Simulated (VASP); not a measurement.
# SnSe2 (P1) in VASP: notebook, part 2 of 2

VASP 6.6.1. Earlier steps stand in the parts before.

### 4 Single point, PBEsol (atom 2 (Se) moved by (+0.150, +0.300) A along [1 1 0] and z)

INCAR reads:

```
PREC     = Accurate       # precision mode
ENCUT    = 520            # plane-wave cutoff, eV
EDIFF    = 1E-7           # SCF threshold, eV
ISMEAR   = 0              # smearing method
SIGMA    = 0.05           # smearing width, eV
LREAL    = F              # projectors in reciprocal space
LASPH    = T              # aspherical terms in the spheres
NELM     = 100            # most SCF steps
ALGO     = Normal         # electronic algorithm
ISIF     = 2              # what is computed and relaxed
LWAVE    = F              # write WAVECAR
LCHARG   = T              # write CHGCAR
GGA      = PS             # functional
LELF     = T              # ELF
LVHAR    = T            
NBANDS   = 20             # bands
```

KPOINTS reads:

```
regular mesh
0
Gamma
  6 6 4
```

POSCAR reads:

```
SnSe2
1.0
    3.8109987816      0.0000000000      0.0000000000
   -1.9054993908      3.3004217586      0.0000000000
    0.0000000000      0.0000000000      6.1370000000
Sn Se
1 2
Direct
    0.0000000000      0.0000000000      0.0000000000
    0.3772334420      0.6988037767      0.2988838195
    0.6666666667      0.3333333333      0.7500000000
```

The run is started by

```sh
$ cat potpaw_PBE.64/Sn_d/POTCAR potpaw_PBE.64/Se/POTCAR > POTCAR
$ mpirun -np 1 vasp_std > vasp.out
```

Wall time 80 s (1 thread of Intel Xeon Platinum 8375C at 2.90GHz (Ice Lake), shared host); peak memory 0.26 GiB.

Results (log left out):

```
Free energy            : -12.7310 eV
Pressure               : -1.7 GPa
Largest force          : 1.756 eV/Å
Band gap on the k mesh : zero (band 13 reaches 4.59 eV, above the bottom of band 14 at 4.40 eV)
```

Forces on the atoms (eV/Å):
```
Sn   0.107  0.063  1.752
Se  -0.160 -0.126 -1.478
Se   0.052  0.063 -0.274
```

Stress tensor (GPa, compression positive):
```
-0.50  0.00 -0.49
 0.00 -0.43 -0.36
-0.49 -0.36 -4.25
```

Levels at points of the mesh, in eV from the Fermi level:
| k point | band 10 | band 11 | band 12 | band 13 | band 14 | band 15 | band 16 | band 17 |
| --- | --- | --- | --- | --- | --- | --- | --- | --- |
| (0.00, 0.00, 0.00) | -1.27 | -0.66 | -0.29 | -0.04 | 0.21 | 2.83 | 4.03 | 4.38 |
| (0.50, 0.00, 0.00) | -3.78 | -2.84 | -1.94 | -0.39 | 0.72 | 2.76 | 4.30 | 4.52 |
| (0.00, 0.50, 0.00) | -3.58 | -2.87 | -2.39 | -0.49 | 0.85 | 2.92 | 4.33 | 4.75 |
| (0.50, 0.50, 0.00) | -3.66 | -2.85 | -2.28 | -0.47 | 0.83 | 2.86 | 4.28 | 4.77 |
| (0.00, 0.00, 0.50) | -1.33 | -1.28 | -0.18 | 0.05 | 1.88 | 2.83 | 3.72 | 3.99 |
| (0.50, 0.00, 0.50) | -2.61 | -2.54 | -1.64 | -0.97 | 0.23 | 3.38 | 3.88 | 5.29 |
| (0.00, 0.50, 0.50) | -2.67 | -2.33 | -1.32 | -1.03 | -0.14 | 2.86 | 3.94 | 5.15 |
| (0.50, 0.50, 0.50) | -2.68 | -2.36 | -1.41 | -0.99 | -0.04 | 2.98 | 3.90 | 5.06 |

Caveat: the cell differs from its parent crystal (atom 2 (Se) moved by (+0.150, +0.300) A along [1 1 0] and z); the PAW data sets were made with another functional, which shifts forces and pressure a little; spin-orbit coupling is left out, which moves the levels of the heavy elements.

### 5 Single point, PBEsol (atom 2 (Se) moved by (+0.300, -0.150) A along [1 1 0] and z)

INCAR reads:

```
PREC = Accurate
ENCUT = 520
EDIFF = 1E-6
ISMEAR = 0
SIGMA = 0.05
LREAL = False
LASPH = True
NELM = 80
ALGO = Normal
ISIF = 2
LWAVE = False
LCHARG = False
GGA = PS
NBANDS = 20
```

KPOINTS reads:

```
Automatic mesh
0
Gamma
  6 6 4
```

POSCAR, as its differences from that of step 4:

```diff
@@ -9,3 +9,3 @@
     0.0000000000      0.0000000000      0.0000000000
-    0.3772334420      0.6988037767      0.2988838195
+    0.4211335507      0.7309408867      0.2255580903
     0.6666666667      0.3333333333      0.7500000000
```

Potentials or basis: VASP PAW PBE potentials, release 64 (Sn_d, Se).

The run is started by

```sh
$ cat potpaw_PBE.64/Sn_d/POTCAR potpaw_PBE.64/Se/POTCAR > POTCAR
$ mpirun -np 1 vasp_std > vasp.out
```

OUTCAR:

```text
PREC = Accurate
   ENCUT = 520
   EDIFF = 1E-6
   ISMEAR = 0
   LREAL = False
   LASPH = True
   NELM = 80
   ISIF = 2
   GGA = PS

 ion  position               nearest neighbor table
   1  0.000  0.000  0.000-   2 2.36   2 2.68   3 2.68   3 2.68   3 2.68   2 2.79
   2  0.421  0.731  0.226-   1 2.36   1 2.68   1 2.79
   3  0.667  0.333  0.750-   1 2.68   1 2.68   1 2.68

  LATTYP: Found a hexagonal cell.
 ALAT       =     3.8109987816
 C/A-ratio  =     1.6103390087

  Lattice vectors:

 A1 = (   3.8109987816,   0.0000000000,   0.0000000000)
 A2 = (  -1.9054993908,   3.3004217586,   0.0000000000)
 A3 = (   0.0000000000,   0.0000000000,   6.1370000000)

Analysis of symmetry for initial positions (statically):
=====================================================================
 Subroutine PRICEL returns:
 Original cell was already a primitive cell.

 Routine SETGRP: Setting up the symmetry group for a
 hexagonal supercell.

 Subroutine GETGRP returns: Found  1 space group operations
 (whereof  1 operations were pure point group operations)
 out of a pool of 24 trial point group operations.
[... 161 lines left out ...]
  free energy    TOTEN  =       -12.43627192 eV

  energy without entropy =      -12.43627192  energy(sigma->0) =      -12.43627192

 E-fermi :   4.4177     XC(G=0):  -9.5691

 val. band max:        4.1553251254   @ k =   0.0000   0.0000   0.0000
 cond. band min:       4.7059967580   @ k =   0.0000   0.5000   0.5000
 fundamental gap:      0.5506716326
 Fermi energy:         4.4177193542

 k-point     1 :       0.0000    0.0000    0.0000
  band No.  band energies     occupation
      1     -17.3055      2.00000
      2     -17.2262      2.00000
      3     -17.1991      2.00000
      4     -17.1806      2.00000
      5     -17.1760      2.00000
      6     -10.3086      2.00000
[... 541 lines left out ...]
     19      12.1848      0.00000
     20      13.2828      0.00000

 [... further k-points ...]

------------------------ aborting loop because EDIFF is reached ----------------------------------------

  FORCE on cell =-STRESS in cart. coord.  units (eV):
  Direction    XX          YY          ZZ          XY          YZ          ZX
  --------------------------------------------------------------------------------------
  -------------------------------------------------------------------------------------
  Total        3.7398341      2.1444886      5.1521796      0.8805755     -1.9230712     -2.5898975
  in kB       77.6244515     44.5112653    106.9392676     18.2773321    -39.9154996    -53.7562266
  external PRESSURE =      76.3583281 kB  Pullay stress =       0.0000000 kB

 VOLUME and BASIS-vectors are now :
 -----------------------------------------------------------------------------
  energy-cutoff  :      520.00
  volume of cell :       77.19
      direct lattice vectors                 reciprocal lattice vectors
     3.810998782  0.000000000  0.000000000     0.262398405  0.151495789  0.000000000
    -1.905499391  3.300421759  0.000000000     0.000000000  0.302991579  0.000000000
     0.000000000  0.000000000  6.137000000     0.000000000  0.000000000  0.162946065

 POSITION                                       TOTAL-FORCE (eV/Angst)
 -----------------------------------------------------------------------------------
      0.00000      0.00000      0.00000         1.825959      1.139143     -2.090604
      0.21213      2.41241      1.38425        -1.903239     -1.318684      2.852916
      1.90550      1.10014      4.60275         0.077281      0.179542     -0.762312
 -----------------------------------------------------------------------------------
    total drift:                                0.000030      0.000086     -0.000182

  FREE ENERGIE OF THE ION-ELECTRON SYSTEM (eV)
  ---------------------------------------------------
  free  energy   TOTEN  =       -12.4362719239 eV

  energy  without entropy=      -12.4362719239  energy(sigma->0) =      -12.43627192
```

stdout:

```text
POSCAR found type information on POSCAR SnSe
 POSCAR found :  2 types and       3 ions
 scaLAPACK will be used
 -----------------------------------------------------------------------------
|                                                                             |
|                                                                             |
|     You enforced a specific xc type in the INCAR file but a different       |
|     I HOPE YOU KNOW WHAT YOU ARE DOING!                                     |
|                                                                             |
 -----------------------------------------------------------------------------

 LDA part: xc-table for (Slater+PW92), standard interpolation
 POSCAR, INCAR and KPOINTS ok, starting setup
 FFT: planning ... GRIDC
 FFT: planning ... GRID_SOFT
 FFT: planning ... GRID
 WAVECAR not read
 entering main loop
```

It took 69 s on 1 thread of Intel Xeon Platinum 8375C at 2.90GHz (Ice Lake), shared host; peak memory 0.26 GiB.

Results:

| Quantity | Value |
| --- | --- |
| Free energy | -12.4363 eV |
| Pressure | 7.6 GPa |
| Largest force | 3.674 eV/Å |
| Band gap on the k mesh | 0.55 eV, indirect (least direct gap 0.87 eV) |

Forces on the atoms (eV/Å):
```
Sn   1.826  1.139 -2.091
Se  -1.903 -1.319  2.853
Se   0.077  0.180 -0.762
```

Caveat: the cell differs from its parent crystal (atom 2 (Se) moved by (+0.300, -0.150) A along [1 1 0] and z); the PAW data sets were made with another functional, which shifts forces and pressure a little; spin-orbit coupling is left out, which moves the levels of the heavy elements.
